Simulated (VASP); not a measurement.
# Ni (Pm-3m) in VASP: further runs

Ni is run at these levels: PBEsol; tasks: relaxation of cell and atoms.

Program: VASP 6.6.1. These are calculated values, not measurements. Logs are shortened: lines on timing, memory, paths and dates and some standing lists are left out, and cuts for length are marked.

**1. The cell of the first run**

It takes space group Pm-3m (No. 221, cubic). The conventional cell has a = 2.157 Å, b = 2.157 Å, c = 2.157 Å, α = 90.00°, β = 90.00°, γ = 90.00°. Within 2.9 Å of Ni (site symmetry m-3m) lie 6 Ni at 2.16 Å.

This isn't the form of Ni at room conditions, which is fcc.

**2. Relaxation of cell and atoms, PBEsol, collinear spin, ferromagnetic start, target pressure 29 GPa, at which the enthalpy is minimised**

INCAR

```
SYSTEM = Ni
PREC = Accurate ; ENCUT = 600
EDIFF = 1E-7 ; ISMEAR = -1
SIGMA = 0.05 ; LREAL = .FALSE.
LASPH = .TRUE. ; NELM = 150
ALGO = Normal ; ISIF = 3
LWAVE = .FALSE. ; LCHARG = .FALSE.
ISPIN = 2 ; MAGMOM = 1
LORBIT = 11 ; LMAXMIX = 4
GGA = PS ; IBRION = 2
NSW = 60 ; EDIFFG = -0.005
PSTRESS = 290.0
```

KPOINTS

```
regular mesh
0
G
  18 18 18
  0 0 0
```

POSCAR

```
Ni
1.0
    2.1569998220      0.0000000000      0.0000000000
    0.0000000000      2.1569998220      0.0000000000
    0.0000000000      0.0000000000      2.1569998220
Ni
1
Direct
    0.0000000000      0.0000000000      0.0000000000
```

Potentials or basis: VASP PAW PBE potentials, release 64 (Ni).

Run with:

```bash
cat potpaw_PBE.64/Ni/POTCAR > POTCAR
mpirun -np 1 vasp_std > vasp.out
```

OUTCAR:

```text
SYSTEM = Ni
   PREC = Accurate
   ENCUT = 600
   EDIFF = 1E-7
   ISMEAR = -1
   LREAL = .FALSE.
   LASPH = .TRUE.
   NELM = 150
   ISIF = 3
   ISPIN = 2
   LORBIT = 11
   GGA = PS
   IBRION = 2
   NSW = 60
   EDIFFG = -0.005
   PSTRESS = 290.0

 ion  position               nearest neighbor table
   1  0.000  0.000  0.000-

  LATTYP: Found a simple cubic cell.
 ALAT       =     2.1569998220

  Lattice vectors:

 A1 = (   2.1569998220,   0.0000000000,   0.0000000000)
 A2 = (   0.0000000000,   2.1569998220,   0.0000000000)
 A3 = (   0.0000000000,   0.0000000000,   2.1569998220)

Analysis of symmetry for initial positions (statically):
=====================================================================
 Subroutine PRICEL returns:
 Original cell was already a primitive cell.

 Routine SETGRP: Setting up the symmetry group for a
 simple cubic supercell.

 Subroutine GETGRP returns: Found 48 space group operations
 (whereof 48 operations were pure point group operations)
 out of a pool of 48 trial point group operations.

The static configuration has the point symmetry O_h .

Analysis of symmetry for dynamics (positions and initial velocities):
=====================================================================
 Subroutine PRICEL returns:
 Original cell was already a primitive cell.

 Routine SETGRP: Setting up the symmetry group for a
 simple cubic supercell.

 Subroutine GETGRP returns: Found 48 space group operations
 (whereof 48 operations were pure point group operations)
 out of a pool of 48 trial point group operations.

The dynamic configuration has the point symmetry O_h .

Analysis of structural, dynamic, and magnetic symmetry:
=====================================================================
 Subroutine PRICEL returns:
 Original cell was already a primitive cell.

 Routine SETGRP: Setting up the symmetry group for a
 simple cubic supercell.

 Subroutine GETGRP returns: Found 48 space group operations
 (whereof 48 operations were pure point group operations)
 out of a pool of 48 trial point group operations.

The overall configuration has the point symmetry O_h .

 Subroutine INISYM returns: Found 48 space group operations
 (whereof 48 operations are pure point group operations),
 and found     1 'primitive' translations

----------------------------------------------------------------------------------------

                                     Primitive cell

  volume of cell :      10.0358

  direct lattice vectors                    reciprocal lattice vectors
     2.156999822  0.000000000  0.000000000     0.463606900  0.000000000  0.000000000
     0.000000000  2.156999822  0.000000000     0.000000000  0.463606900  0.000000000
     0.000000000  0.000000000  2.156999822     0.000000000  0.000000000  0.463606900

  length of vectors
     2.156999822  2.156999822  2.156999822     0.463606900  0.463606900  0.463606900

  position of ions in fractional coordinates (direct lattice)
     0.000000000  0.000000000  0.000000000

  ion indices of the primitive-cell ions
   primitive index   ion index
                 1           1

----------------------------------------------------------------------------------------

 KPOINTS: regular mesh

Automatic generation of k-mesh.
 Grid dimensions read from file:
 generate k-points for:   18   18   18

 Generating k-lattice:

  Cartesian coordinates                     Fractional coordinates (reciprocal lattice)
     0.025755939  0.000000000  0.000000000     0.055555556  0.000000000  0.000000000
     0.000000000  0.025755939  0.000000000     0.000000000  0.055555556  0.000000000
     0.000000000  0.000000000  0.025755939     0.000000000  0.000000000  0.055555556

  Length of vectors
     0.025755939  0.025755939  0.025755939

  Shift w.r.t. Gamma in fractional coordinates (k-lattice)
     0.000000000  0.000000000  0.000000000

 Subroutine IBZKPT returns following result:
 ===========================================

 Found    220 irreducible k-points:

 Following reciprocal coordinates:
            Coordinates               Weight
  0.000000  0.000000  0.000000      1.000000
  0.055556  0.000000  0.000000      6.000000
  0.111111  0.000000  0.000000      6.000000
  0.166667  0.000000  0.000000      6.000000
  0.222222  0.000000  0.000000      6.000000
  0.277778  0.000000  0.000000      6.000000
[... 16 lines left out ...]
  0.277778  0.111111  0.000000     24.000000
  0.333333  0.111111  0.000000     24.000000
 [... further k-points ...]
   k-points           NKPTS =    220   k-points in BZ     NKDIM =    220   number of bands    NBANDS=     10
   number of dos      NEDOS =    301   number of ions     NIONS =      1
   total plane-waves  NPLWV =   5832
   dimension x,y,z NGX =    18 NGY =   18 NGZ =   18
   dimension x,y,z NGXF=    36 NGYF=   36 NGZF=   36
   ions per type =               1
   NGX,Y,Z   is equivalent  to a cutoff of  13.87, 13.87, 13.87 a.u.
   NGXF,Y,Z  is equivalent  to a cutoff of  27.75, 27.75, 27.75 a.u.
 SYSTEM =  Ni
   PREC   = accura    normal or accurate (medium, high low for compatibility)
   ISTART =      0    job   : 0-new  1-cont  2-samecut
   ICHARG =      2    charge: 1-file 2-atom 10-const
   ISPIN  =      2    spin polarized calculation?
   LNONCOLLINEAR =      F non collinear calculations
   LSORBIT =      F    spin-orbit coupling
   LASPH  =      T    aspherical Exc in radial PAW
   ENCUT  =  600.0 eV  44.10 Ry    6.64 a.u.   4.31  4.31  4.31*2*pi/ulx,y,z
   NELM   =    150;   NELMIN=  2; NELMDL= -5     # of ELM steps
   EDIFF  = 0.1E-06   stopping-criterion for ELM
   LREAL  =      F    real-space projection
   EDIFFG = -.5E-02   stopping-criterion for IOM
   NSW    =     60    number of steps for IOM
   IBRION =      2    ionic relax: 0-MD 1-quasi-New 2-CG
   NFREE  =      1    steps in history (QN), initial steepest desc. (CG)
   ISIF   =      3    stress and relaxation
   ISYM   =      2    0-nonsym 1-usesym 2-fastsym
   POTIM  = 0.5000    time-step for ionic-motion
   TEBEG  =    0.0;   TEEND  =   0.0 temperature during run
   PSTRESS=  290.0 pullay stress
   NELECT =      10.0000    total number of electrons
   NUPDOWN=      -1.0000    fix difference up-down
   EMIN   =  10.00;   EMAX   =-10.00  energy-range for DOS
   EFERMI =   0.00;   METHOD = LEGACY
   ISMEAR =    -1;   SIGMA  =   0.05  broadening in eV -4-tet -1-fermi 0-gaus
   EFERMI_NEDOS =   21; number of points for ismear=-14 and -15
   IALGO  =     38    algorithm
   IMIX   =      4    mixing-type and parameters
     AMIX     =   0.40;   BMIX     =  1.00
     AMIX_MAG =   1.60;   BMIX_MAG =  1.00
  volume/ion in A,a.u.               =      10.04        67.72
  Fermi-wavevector in a.u.,A,eV,Ry     =   1.635152  3.089989 36.378185  2.673721
  Thomas-Fermi vector in A             =   2.726672
   LORBIT       =     11    0 simple, 1 ext, 2 COOP (PROOUT), +10 PAW based schemes
   GGA     = PS    functional components
   LHFCALC =     F    Hartree Fock is set to
   AEXX    =    0.0000 exact exchange contribution
   IVDW    =     0    specifies the selected vdW correction
   LEPSILON=     F    determine dielectric tensor
   LRPA    =     F    only Hartree local field effects (RPA)
 conjugate gradient relaxation of ions
 spin polarized calculation
  energy-cutoff  :      600.00
  volume of cell :       10.04
 maximum number of plane-waves:       356
 NGX is ok and might be reduce to    18
   NGX =  9   NGY =  9   NGZ =  9

--------------------------------------- Ionic step        1  -------------------------------------------

 number of electron      10.0000014 magnetization       0.3525335

 Free energy of the ion-electron system (eV)
  ---------------------------------------------------
  ext. energy  EPLUGINS =         0.00000000
  ---------------------------------------------------
  free energy    TOTEN  =        -5.15440075 eV

  energy without entropy =       -5.14127512  energy(sigma->0) =       -5.14783793

 E-fermi :  10.4531     XC(G=0): -13.8217

 val. band max:       10.4511741676   @ k =   0.3889   0.1667   0.0556
 cond. band min:      10.4547268455   @ k =   0.2222   0.1667   0.0000
 fundamental gap:      0.0035526779
 Fermi energy:        10.4530826189

 spin component 1

 k-point     1 :       0.0000    0.0000    0.0000
  band No.  band energies     occupation
      1       0.8735      1.00000
      2       5.7769      1.00000
      3       5.7769      1.00000
      4      10.3149      0.94071
      5      10.3149      0.94071
      6      10.3149      0.94071
      7      32.7169      0.00000
      8      32.7169      0.00000
      9      32.7169      0.00000
     10      37.1800      0.00000

 k-point     2 :       0.0556    0.0000    0.0000
  band No.  band energies     occupation
      1       0.9818      1.00000
      2       5.7944      1.00000
      3       5.8344      1.00000
      4      10.2655      0.97708
      5      10.2655      0.97708
      6      10.3188      0.93618
      7      31.2833      0.00000
      8      32.8681      0.00000
      9      32.8681      0.00000
     10      37.1789      0.00000
[... 704 lines left out ...]
  FREE ENERGIE OF THE ION-ELECTRON SYSTEM (eV)
  ---------------------------------------------------
  free  energy   TOTEN  =        -5.2695464013 eV

  energy  without entropy=       -5.2561095814  energy(sigma->0) =       -5.26282799

  enthalpy is  TOTEN    =        -3.3610088331 eV   P V=        1.9085375682

--------------------------------------- Ionic step        4  -------------------------------------------

 number of electron      10.0000001 magnetization       0.3953776

 Free energy of the ion-electron system (eV)
  ---------------------------------------------------
  ext. energy  EPLUGINS =         0.00000000
  ---------------------------------------------------
  free energy    TOTEN  =        -5.26721888 eV

  energy without entropy =       -5.25379362  energy(sigma->0) =       -5.26050625

 E-fermi :   9.7092     XC(G=0): -13.5318

 val. band max:        9.7083304143   @ k =   0.2778   0.1667   0.0556
 cond. band min:       9.7115499536   @ k =   0.2778   0.2778   0.1111
 fundamental gap:      0.0032195393
 Fermi energy:         9.7091836146

 spin component 1

 k-point     1 :       0.0000    0.0000    0.0000
  band No.  band energies     occupation
      1       0.4813      1.00000
      2       5.2974      1.00000
      3       5.2974      1.00000
      4       9.5210      0.97732
      5       9.5210      0.97732
      6       9.5210      0.97731
      7      31.3367      0.00000
      8      31.3367      0.00000
      9      31.3367      0.00000
     10      35.6364      0.00000

 k-point     2 :       0.0556    0.0000    0.0000
  band No.  band energies     occupation
      1       0.5857      1.00000
      2       5.3137      1.00000
      3       5.3508      1.00000
      4       9.4754      0.99076
      5       9.4754      0.99076
      6       9.5246      0.97565
      7      29.9282      0.00000
      8      31.4816      0.00000
      9      31.4816      0.00000
     10      35.6421      0.00000
[... 624 lines left out ...]
 POSITION                                       TOTAL-FORCE (eV/Angst)
 -----------------------------------------------------------------------------------
      0.00000      0.00000      0.00000        -0.000000      0.000000      0.000000
 -----------------------------------------------------------------------------------
    total drift:                               -0.000000      0.000000      0.000000

  FREE ENERGIE OF THE ION-ELECTRON SYSTEM (eV)
  ---------------------------------------------------
  free  energy   TOTEN  =        -5.2672188803 eV

  energy  without entropy=       -5.2537936192  energy(sigma->0) =       -5.26050625

  enthalpy is  TOTEN    =        -3.3610270040 eV   P V=        1.9061918763

 reached required accuracy - stopping structural energy minimisation

 total charge

# of ion       s       p       d       tot
------------------------------------------
    1        0.587   0.529   8.453   9.569

 magnetization (x)

# of ion       s       p       d       tot
------------------------------------------
    1        0.001   0.000   0.392   0.393
```

Wall time 2.2 min (1 thread of Intel Xeon 8259CL, shared host); peak memory 0.18 GiB.

What came out:

* Free energy: -5.2672 eV
* Relaxed volume: 10.53 Å³/atom
* Relaxed cell: a = 2.192 Å, b = 2.192 Å, c = 2.192 Å, α = 90.00°, β = 90.00°, γ = 90.00°
* Space group after relaxing (to 0.1 Å): Pm-3m (No. 221)
* Energy change on relaxing (the run minimises the enthalpy): -112.8 meV/atom
* Ionic steps: 4
* Pressure after relaxing: 29.0 GPa
* Net moment: 0.40 μB per cell
* Site moments: Ni +0.39 μB
* Valence electrons inside the program's atomic spheres: Ni 9.57

The path:
```csv
step,energy change (eV),largest force (eV/Å),pressure (GPa),volume (Å³)
1,0.0000,0.0000,44.65,10.04
2,-0.2189,0.0000,6.95,11.53
3,-0.1151,0.0000,28.62,10.54
4,-0.1128,0.0000,28.98,10.53
```

Final structure:
```cif
data_structure
_symmetry_space_group_name_H-M 'P 1'
_symmetry_Int_Tables_number 1
_cell_length_a 2.1919
_cell_length_b 2.1919
_cell_length_c 2.1919
_cell_angle_alpha 90.000
_cell_angle_beta 90.000
_cell_angle_gamma 90.000
_cell_volume 10.53
loop_
_atom_site_label
_atom_site_type_symbol
_atom_site_fract_x
_atom_site_fract_y
_atom_site_fract_z
_atom_site_occupancy
Ni1 Ni 0.00000 0.00000 0.00000 1
```

Caveat: the cell is relaxed towards a set pressure, so the run minimises the enthalpy, not the energy; the PAW data sets were made with another functional, which shifts forces and pressure a little.

**3. Relaxation of cell and atoms, PBEsol, collinear spin, ferromagnetic start, target pressure 29 GPa, at which the enthalpy is minimised**

This run uses another cell than the first one, of 10.55 Å³/atom.

INCAR

```
SYSTEM = Ni
PREC     = Accurate       ! precision mode
ENCUT    = 600            ! plane-wave cutoff, eV
EDIFF    = 1E-6           ! SCF threshold, eV
ISMEAR   = -1             ! smearing method
SIGMA    = 0.05           ! smearing width, eV
LREAL    = .False.        ! projectors in reciprocal space
LASPH    = .True.         ! aspherical terms in the spheres
NELM     = 150            ! most SCF steps
ALGO     = Normal         ! electronic algorithm
ISIF     = 3              ! what is computed and relaxed
LWAVE    = .False.        ! write WAVECAR
LCHARG   = .False.        ! write CHGCAR
ISPIN    = 2              ! spin polarisation
MAGMOM   = 1              ! initial moments
LORBIT   = 11             ! projections on sites
LMAXMIX  = 4              ! l up to which the mixer works
GGA      = PS             ! functional
IBRION   = 2              ! ionic algorithm
NSW      = 32             ! ionic steps
EDIFFG   = -0.005         ! ionic threshold
PSTRESS  = 290.0
```

KPOINTS

```
regular mesh
0
Gamma
  18 18 18
  0 0 0
```

POSCAR

```
Ni
1.0
    2.1931923202      0.0000000000      0.0000000000
    0.0000000000      2.1931923202      0.0000000000
    0.0000000000      0.0000000000      2.1931923202
Ni
1
Direct
    0.0000000000      0.0000000000      0.0000000000
```

Potentials or basis: VASP PAW PBE potentials, release 64 (Ni).

Run with:

```bash
cat potpaw_PBE.64/Ni/POTCAR > POTCAR
mpirun -np 1 vasp_std > vasp.out
```

It took 70 s on 1 thread of Intel Xeon 8259CL, shared host; peak memory 0.17 GiB.

It converged, with:

| Quantity | Value |
| --- | --- |
| Free energy | -5.2672 eV |
| Relaxed volume | 10.53 Å³/atom |
| Relaxed cell | a = 2.192 Å, b = 2.192 Å, c = 2.192 Å, α = 90.00°, β = 90.00°, γ = 90.00° |
| Space group after relaxing (to 0.1 Å) | Pm-3m (No. 221) |
| Energy change on relaxing (the run minimises the enthalpy) | +3.7 meV/atom |
| Ionic steps | 3 |
| Pressure after relaxing | 29.0 GPa |
| Net moment | 0.40 μB per cell |
| Site moments | Ni +0.39 μB |
| Valence electrons inside the program's atomic spheres | Ni 9.57 |

Step by step:
| step | energy change (eV) | largest force (eV/Å) | pressure (GPa) | volume (Å³) |
| --- | --- | --- | --- | --- |
| 1 | 0.0000 | 0.0000 | 28.45 | 10.55 |
| 2 | 0.0100 | 0.0000 | 30.00 | 10.49 |
| 3 | 0.0037 | 0.0000 | 28.99 | 10.53 |

Final structure:
```
Ni
1.0
     2.19176    0.00000    0.00000
     0.00000    2.19176    0.00000
     0.00000    0.00000    2.19176
Ni
1
Direct
  0.00000 0.00000 0.00000
```

Levels at points of the mesh, in eV from the Fermi level:
Spin up:
```
           k point  band 2  band 3  band 4  band 5  band 6  band 7  band 8  band 9
(0.00, 0.00, 0.00)   -4.41   -4.41   -0.19   -0.19   -0.19   21.63   21.63   21.63
(0.50, 0.00, 0.00)   -3.85   -1.61   -1.56   -1.56   -0.07    4.65   26.21   29.38
(0.50, 0.50, 0.00)   -3.35   -1.28   -1.28    0.78    5.67    5.67   12.42   13.75
(0.50, 0.50, 0.50)   -4.05   -4.05    0.85    0.85   13.51   13.51   13.51   14.31
```
Spin down:
```csv
k point,band 3,band 4,band 5,band 6,band 7,band 8
"(0.00, 0.00, 0.00)",-4.13,0.32,0.32,0.32,21.70,21.70
"(0.50, 0.00, 0.00)",-1.59,-1.09,-1.09,0.44,4.90,26.19
"(0.50, 0.50, 0.00)",-0.80,-0.80,1.15,5.72,5.72,12.60
"(0.50, 0.50, 0.50)",-3.68,1.23,1.23,13.59,13.59,13.59
```

Caveat: the cell is relaxed towards a set pressure, so the run minimises the enthalpy, not the energy; the PAW data sets were made with another functional, which shifts forces and pressure a little.
